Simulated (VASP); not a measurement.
# Na16H (a cell with a defect) in VASP: single point with PBEsol

Aim: the single point of Na16H (a cell with a defect) with PBEsol.

Program: VASP 6.6.1. These are calculated values, not measurements. Logs are shortened: lines on timing, memory, paths and dates and some standing lists are left out, and cuts for length are marked.

## 1. The cell of the first run

The cell holds a defect, 17 atoms: a = 8.460 Å, b = 8.460 Å, c = 8.460 Å, α = 90.00°, β = 90.00°, γ = 90.00°.

## 2. Single point, PBEsol

File INCAR:

```
  PREC = Accurate
  ENCUT = 520
  EDIFF = 1E-7
  ISMEAR = -1
  SIGMA = 0.15
  LREAL = Auto
  LASPH = T
  NELM = 80
  ALGO = Normal
  ISIF = 2
  LWAVE = F
  LCHARG = F
  GGA = PS
  NBANDS = 70
```

File KPOINTS:

```
regular mesh
0
Gamma
  2 2 2
```

File POSCAR:

```
Na16H
1.0
    8.4600000000      0.0000000000      0.0000000000
    0.0000000000      8.4600000000      0.0000000000
    0.0000000000      0.0000000000      8.4600000000
Na H
16 1
Direct
    0.0495508274     -0.0977186761      0.0447044917
    0.3899172577      0.0839243499      0.1689716312
   -0.0615484634      0.5467494090      0.0139361702
   -0.0891371158     -0.0093380615      0.6054137116
    0.0387943262      0.3135460993      0.3500945626
    0.3733096927      0.6241607565      0.1722576832
    0.5471513002     -0.0934633570      0.4827659574
    0.7200000000      0.2067848700      0.2337352246
   -0.1023404255      0.6171749409      0.5781323877
    0.1359338061      0.8777186761      0.3625886525
    0.4043498818      0.0907683215      0.7660520095
    0.5106619385      0.3419858156      0.4879432624
    0.6510874704      0.7007092199      0.2176359338
    0.8174704492      0.2145508274      0.8575177305
    0.2716193853      0.6380023641      0.8211702128
    0.6836997636      0.7504609929      0.8152245863
    0.5571631206      0.3429787234     -0.0074349882
```

Potentials or basis: VASP PAW PBE potentials, release 64 (Na_pv, H).

Run with:

```console
$ cat potpaw_PBE.64/Na_pv/POTCAR potpaw_PBE.64/H/POTCAR > POTCAR
$ mpirun -np 1 vasp_std > vasp.out
```

OUTCAR:

```text
PREC = Accurate
   ENCUT = 520
   EDIFF = 1E-7
   ISMEAR = -1
   LREAL = Auto
   LASPH = T
   NELM = 80
   ISIF = 2
   GGA = PS

 ion  position               nearest neighbor table
   1  0.050  0.902  0.045-
   2  0.390  0.084  0.169-
   3  0.938  0.547  0.014-
   4  0.911  0.991  0.605-
   5  0.039  0.314  0.350-
   6  0.373  0.624  0.172-  13 2.47
   7  0.547  0.907  0.483-
   8  0.720  0.207  0.234-
   9  0.898  0.617  0.578-
  10  0.136  0.878  0.363-
  11  0.404  0.091  0.766-
  12  0.511  0.342  0.488-
  13  0.651  0.701  0.218-   6 2.47
  14  0.817  0.215  0.858-
  15  0.272  0.638  0.821-
  16  0.684  0.750  0.815-
  17  0.557  0.343  0.993-

  LATTYP: Found a simple cubic cell.
 ALAT       =     8.4600000000

  Lattice vectors:

 A1 = (   8.4600000000,   0.0000000000,   0.0000000000)
 A2 = (   0.0000000000,   8.4600000000,   0.0000000000)
 A3 = (   0.0000000000,   0.0000000000,   8.4600000000)

Analysis of symmetry for initial positions (statically):
=====================================================================
 Subroutine PRICEL returns:
 Original cell was already a primitive cell.

 Routine SETGRP: Setting up the symmetry group for a
 simple cubic supercell.

 Subroutine GETGRP returns: Found  1 space group operations
 (whereof  1 operations were pure point group operations)
 out of a pool of 48 trial point group operations.

The static configuration has the point symmetry C_1 .

Analysis of symmetry for dynamics (positions and initial velocities):
=====================================================================
 Subroutine PRICEL returns:
 Original cell was already a primitive cell.

 Routine SETGRP: Setting up the symmetry group for a
 simple cubic supercell.

 Subroutine GETGRP returns: Found  1 space group operations
 (whereof  1 operations were pure point group operations)
 out of a pool of 48 trial point group operations.

The dynamic configuration has the point symmetry C_1 .

 Subroutine INISYM returns: Found  1 space group operations
 (whereof  1 operations are pure point group operations),
 and found     1 'primitive' translations

----------------------------------------------------------------------------------------

                                     Primitive cell

  volume of cell :     605.4957

  direct lattice vectors                    reciprocal lattice vectors
     8.460000000  0.000000000  0.000000000     0.118203310  0.000000000  0.000000000
     0.000000000  8.460000000  0.000000000     0.000000000  0.118203310  0.000000000
     0.000000000  0.000000000  8.460000000     0.000000000  0.000000000  0.118203310

  length of vectors
     8.460000000  8.460000000  8.460000000     0.118203310  0.118203310  0.118203310

  position of ions in fractional coordinates (direct lattice)
     0.049550827  0.902281324  0.044704492
     0.389917258  0.083924350  0.168971631
     0.938451537  0.546749409  0.013936170
     0.910862884  0.990661938  0.605413712
     0.038794326  0.313546099  0.350094563
     0.373309693  0.624160756  0.172257683
[... 9 lines left out ...]
     0.683699764  0.750460993  0.815224586
     0.557163121  0.342978723  0.992565012

  ion indices of the primitive-cell ions
   primitive index   ion index
                 1           1
                 2           2
                 3           3
                 4           4
                 5           5
                 6           6
[... 9 lines left out ...]
                16          16
                17          17

----------------------------------------------------------------------------------------

 KPOINTS: regular mesh

Automatic generation of k-mesh.
 Grid dimensions read from file:
 generate k-points for:    2    2    2

 Generating k-lattice:

  Cartesian coordinates                     Fractional coordinates (reciprocal lattice)
     0.059101655  0.000000000  0.000000000     0.500000000  0.000000000  0.000000000
     0.000000000  0.059101655  0.000000000     0.000000000  0.500000000  0.000000000
     0.000000000  0.000000000  0.059101655     0.000000000  0.000000000  0.500000000

  Length of vectors
     0.059101655  0.059101655  0.059101655

  Shift w.r.t. Gamma in fractional coordinates (k-lattice)
     0.000000000  0.000000000  0.000000000

 Subroutine IBZKPT returns following result:
 ===========================================

 Found      8 irreducible k-points:

 Following reciprocal coordinates:
            Coordinates               Weight
  0.000000  0.000000  0.000000      1.000000
  0.500000  0.000000  0.000000      1.000000
  0.000000  0.500000  0.000000      1.000000
  0.000000  0.000000  0.500000      1.000000
  0.500000  0.500000  0.000000      1.000000
  0.000000  0.500000  0.500000      1.000000
  0.500000  0.000000  0.500000      1.000000
  0.500000  0.500000  0.500000      1.000000
   k-points           NKPTS =      8   k-points in BZ     NKDIM =      8   number of bands    NBANDS=     70
   number of dos      NEDOS =    301   number of ions     NIONS =     17
   total plane-waves  NPLWV = 262144
   dimension x,y,z NGX =    64 NGY =   64 NGZ =   64
   dimension x,y,z NGXF=   128 NGYF=  128 NGZF=  128
   ions per type =              16   1
   NGX,Y,Z   is equivalent  to a cutoff of  12.58, 12.58, 12.58 a.u.
   NGXF,Y,Z  is equivalent  to a cutoff of  25.15, 25.15, 25.15 a.u.
 SYSTEM =  unknown system
   PREC   = accura    normal or accurate (medium, high low for compatibility)
   ISTART =      0    job   : 0-new  1-cont  2-samecut
   ICHARG =      2    charge: 1-file 2-atom 10-const
   ISPIN  =      1    spin polarized calculation?
   LNONCOLLINEAR =      F non collinear calculations
   LSORBIT =      F    spin-orbit coupling
   LASPH  =      T    aspherical Exc in radial PAW
   ENCUT  =  520.0 eV  38.22 Ry    6.18 a.u.  15.73 15.73 15.73*2*pi/ulx,y,z
   NELM   =     80;   NELMIN=  2; NELMDL= -5     # of ELM steps
   EDIFF  = 0.1E-06   stopping-criterion for ELM
   LREAL  =      T    real-space projection
   EDIFFG = 0.1E-05   stopping-criterion for IOM
   NSW    =      0    number of steps for IOM
   IBRION =     -1    ionic relax: 0-MD 1-quasi-New 2-CG
   NFREE  =      0    steps in history (QN), initial steepest desc. (CG)
   ISIF   =      2    stress and relaxation
   ISYM   =      2    0-nonsym 1-usesym 2-fastsym
   POTIM  = 0.5000    time-step for ionic-motion
   TEBEG  =    0.0;   TEEND  =   0.0 temperature during run
   PSTRESS=    0.0 pullay stress
   NELECT =     113.0000    total number of electrons
   NUPDOWN=      -1.0000    fix difference up-down
   EMIN   =  10.00;   EMAX   =-10.00  energy-range for DOS
   EFERMI =   0.00;   METHOD = LEGACY
   ISMEAR =    -1;   SIGMA  =   0.15  broadening in eV -4-tet -1-fermi 0-gaus
   EFERMI_NEDOS =   21; number of points for ismear=-14 and -15
   IALGO  =     38    algorithm
   IMIX   =      4    mixing-type and parameters
     AMIX     =   0.40;   BMIX     =  1.00
     AMIX_MAG =   1.60;   BMIX_MAG =  1.00
  volume/ion in A,a.u.               =      35.62       240.36
  Fermi-wavevector in a.u.,A,eV,Ry     =   0.935543  1.767921 11.908383  0.875241
  Thomas-Fermi vector in A             =   2.062462
   LORBIT       =      0    0 simple, 1 ext, 2 COOP (PROOUT), +10 PAW based schemes
   GGA     = PS    functional components
   LHFCALC =     F    Hartree Fock is set to
   AEXX    =    0.0000 exact exchange contribution
   IVDW    =     0    specifies the selected vdW correction
   LEPSILON=     F    determine dielectric tensor
   LRPA    =     F    only Hartree local field effects (RPA)
 non-spin polarized calculation
  energy-cutoff  :      520.00
  volume of cell :      605.50
 maximum number of plane-waves:     16384
 NGX is ok and might be reduce to    64
   NGX = 31   NGY = 31   NGZ = 31

 number of electron     112.9999991 magnetization

 Free energy of the ion-electron system (eV)
  ---------------------------------------------------
  ext. energy  EPLUGINS =         0.00000000
  ---------------------------------------------------
  free energy    TOTEN  =       -22.35816502 eV

  energy without entropy =      -21.70220083  energy(sigma->0) =      -22.03018293

 E-fermi :   0.1050     XC(G=0):  -6.4383

 val. band max:        0.0827798771   @ k =   0.5000   0.0000   0.5000
 cond. band min:       0.1140927069   @ k =   0.5000   0.5000   0.0000
 fundamental gap:      0.0313128298
 Fermi energy:         0.1049902031

 k-point     1 :       0.0000    0.0000    0.0000
  band No.  band energies     occupation
      1     -25.2017      2.00000
      2     -25.0061      2.00000
      3     -24.9751      2.00000
      4     -24.9261      2.00000
      5     -24.9217      2.00000
      6     -24.9048      2.00000
[... 60 lines left out ...]
     67       1.6075      0.00009
     68       2.6548      0.00000

 k-point     2 :       0.5000    0.0000    0.0000
  band No.  band energies     occupation
      1     -25.2018      2.00000
      2     -25.0062      2.00000
      3     -24.9750      2.00000
      4     -24.9260      2.00000
      5     -24.9216      2.00000
      6     -24.9049      2.00000
[... 60 lines left out ...]
     67       1.9251      0.00001
     68       1.9948      0.00001

 k-point     3 :       0.0000    0.5000    0.0000
  band No.  band energies     occupation
      1     -25.2017      2.00000
      2     -25.0061      2.00000
      3     -24.9750      2.00000
      4     -24.9260      2.00000
      5     -24.9219      2.00000
      6     -24.9048      2.00000
[... 60 lines left out ...]
     67       1.9243      0.00001
     68       2.1083      0.00000

 k-point     4 :       0.0000    0.0000    0.5000
  band No.  band energies     occupation
      1     -25.2017      2.00000
      2     -25.0061      2.00000
      3     -24.9751      2.00000
      4     -24.9262      2.00000
      5     -24.9217      2.00000
      6     -24.9049      2.00000
[... 60 lines left out ...]
     67       1.8882      0.00001
     68       2.0482      0.00000

 k-point     5 :       0.5000    0.5000    0.0000
  band No.  band energies     occupation
      1     -25.2018      2.00000
      2     -25.0062      2.00000
      3     -24.9750      2.00000
      4     -24.9259      2.00000
      5     -24.9218      2.00000
      6     -24.9048      2.00000
[... 60 lines left out ...]
     67       2.4314      0.00000
     68       2.6605      0.00000

 k-point     6 :       0.0000    0.5000    0.5000
  band No.  band energies     occupation
      1     -25.2017      2.00000
      2     -25.0061      2.00000
      3     -24.9750      2.00000
      4     -24.9261      2.00000
      5     -24.9218      2.00000
      6     -24.9048      2.00000
[... 60 lines left out ...]
     67       2.3457      0.00000
     68       2.5654      0.00000

 k-point     7 :       0.5000    0.0000    0.5000
  band No.  band energies     occupation
      1     -25.2018      2.00000
      2     -25.0062      2.00000
      3     -24.9750      2.00000
      4     -24.9261      2.00000
      5     -24.9216      2.00000
      6     -24.9049      2.00000
[... 60 lines left out ...]
     67       2.3832      0.00000
     68       2.5215      0.00000

 k-point     8 :       0.5000    0.5000    0.5000
  band No.  band energies     occupation
      1     -25.2018      2.00000
      2     -25.0062      2.00000
      3     -24.9750      2.00000
      4     -24.9260      2.00000
      5     -24.9217      2.00000
      6     -24.9048      2.00000
[... 60 lines left out ...]
     67       2.5954      0.00000
     68       2.6961      0.00000
 [bands above 68 left out]

------------------------ aborting loop because EDIFF is reached ----------------------------------------

  FORCE on cell =-STRESS in cart. coord.  units (eV):
  Direction    XX          YY          ZZ          XY          YZ          ZX
  --------------------------------------------------------------------------------------
  -------------------------------------------------------------------------------------
  Total        3.8040927     -0.4384694      4.9300435      0.5610569      1.6051643     -1.4966554
  in kB       10.0658531     -1.1602158     13.0451851      1.4845896      4.2473591     -3.9602383
  external PRESSURE =       7.3169408 kB  Pullay stress =       0.0000000 kB

 VOLUME and BASIS-vectors are now :
 -----------------------------------------------------------------------------
  energy-cutoff  :      520.00
  volume of cell :      605.50
      direct lattice vectors                 reciprocal lattice vectors
     8.460000000  0.000000000  0.000000000     0.118203310  0.000000000  0.000000000
     0.000000000  8.460000000  0.000000000     0.000000000  0.118203310  0.000000000
     0.000000000  0.000000000  8.460000000     0.000000000  0.000000000  0.118203310

 POSITION                                       TOTAL-FORCE (eV/Angst)
 -----------------------------------------------------------------------------------
      0.41920      7.63330      0.37820        -0.281529      0.281533     -0.498384
      3.29870      0.71000      1.42950        -0.047221      0.188637     -0.290793
      7.93930      4.62550      0.11790         0.113618     -0.247745      0.166860
      7.70590      8.38100      5.12180         0.056790      0.193905     -0.033692
      0.32820      2.65260      2.96180         0.409367      0.042253      0.084515
      3.15820      5.28040      1.45730        -0.879294     -0.521942     -0.026915
[... 9 lines left out ...]
      5.78410      6.34890      6.89680        -0.396680      0.150004      0.349201
      4.71360      2.90160      8.39710         0.098638     -0.252602      0.136416
 -----------------------------------------------------------------------------------
    total drift:                               -0.000774     -0.000223      0.000330

  FREE ENERGIE OF THE ION-ELECTRON SYSTEM (eV)
  ---------------------------------------------------
  free  energy   TOTEN  =       -22.3581650222 eV

  energy  without entropy=      -21.7022008285  energy(sigma->0) =      -22.03018293
```

Wall time 4.6 min (1 thread of Intel Xeon Platinum 8488C (Sapphire Rapids), shared host); peak memory 0.62 GiB.

Results:

```yaml
Free_energy: -22.3582 eV
Pressure: 0.7 GPa
Largest_force: 1.167 eV/Å
Band_gap_on_the_k_mesh: zero (an odd number of electrons rules out a gap without spin polarisation)
```

Forces on the atoms (eV/Å):
```
Na  -0.282  0.282 -0.498
Na  -0.047  0.189 -0.291
Na   0.114 -0.248  0.167
Na   0.057  0.194 -0.034
Na   0.409  0.042  0.085
Na  -0.879 -0.522 -0.027
Na  -0.092 -0.038  0.073
Na   0.075 -0.077 -0.335
Na   0.139 -0.395 -0.293
Na   0.186 -0.234  0.417
Na  -0.193  0.101  0.291
Na  -0.069  0.361  0.235
Na   1.148  0.189  0.083
Na  -0.341  0.251  0.099
Na   0.073  0.008 -0.458
Na  -0.397  0.150  0.349
H    0.099 -0.253  0.136
```

Levels at points of the mesh, in eV from the Fermi level:
| k point | band 52 | band 53 | band 54 | band 55 | band 56 | band 57 | band 58 | band 59 | band 60 | band 61 |
| --- | --- | --- | --- | --- | --- | --- | --- | --- | --- | --- |
| (0.00, 0.00, 0.00) | -1.16 | -1.00 | -0.88 | -0.67 | -0.04 | 0.72 | 0.83 | 0.93 | 1.00 | 1.04 |
| (0.50, 0.00, 0.00) | -0.72 | -0.63 | -0.59 | -0.37 | -0.33 | -0.31 | -0.19 | 0.64 | 1.28 | 1.38 |
| (0.00, 0.50, 0.00) | -0.87 | -0.70 | -0.53 | -0.46 | -0.34 | -0.26 | -0.16 | 0.84 | 1.21 | 1.32 |
| (0.00, 0.00, 0.50) | -0.68 | -0.63 | -0.56 | -0.38 | -0.35 | -0.33 | -0.20 | 0.66 | 1.27 | 1.36 |
| (0.50, 0.50, 0.00) | -1.80 | -1.00 | -0.19 | -0.13 | -0.07 | 0.01 | 0.11 | 0.30 | 0.45 | 1.33 |
| (0.00, 0.50, 0.50) | -1.86 | -0.86 | -0.22 | -0.15 | -0.07 | 0.01 | 0.13 | 0.25 | 0.48 | 1.27 |
| (0.50, 0.00, 0.50) | -1.85 | -1.12 | -0.15 | -0.05 | -0.02 | 0.03 | 0.10 | 0.30 | 0.37 | 1.39 |
| (0.50, 0.50, 0.50) | -1.66 | -1.52 | -1.45 | -1.26 | -1.06 | 0.57 | 1.86 | 2.00 | 2.01 | 2.16 |

Caveat: the k points lie up to 0.37 Å⁻¹ apart, too coarse for converged energies and pressures of a metal; the atoms stand as in a frame of molecular dynamics; the PAW data sets were made with another functional, which shifts forces and pressure a little.

The gap in the log of VASP goes by the Fermi energy; the results here count the filled bands.